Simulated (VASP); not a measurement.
Crystal: Ni.

```xyz
1
Lattice="0.0000 1.7673 1.7673 1.7673 0.0000 1.7673 1.7673 1.7673 0.0000" Properties=species:S:1:pos:R:3 pbc="T T T"
Ni    0.0000    0.0000    0.0000
```

Base run:

* Program: VASP 6.6.1
* Functional: PBE
* Potentials or basis: VASP PAW PBE potentials, release 64 (Ni)
* Cutoff: 520 eV
* k mesh: 12 × 12 × 12
* Occupations: fermi-dirac, width 0.05 eV
* Spin: collinear spin, ferromagnetic start
* Starting moments: [0.99] μB
* Fixed moment: 0.99 μB

Its results: pressure 0.4 GPa; site moments Ni +0.98 μB.

Question: The run is repeated on the same cell with these changes: fixed moment from 0.99 μB to 0.25 μB; moments at the start from [0.99] to [0.25]. What comes out?

Answer: Pressure -3.6 GPa; site moments Ni +0.26 μB.

Caveats: the total moment is fixed, so each spin has its own Fermi level; the cell stands under tension (at least some runs).
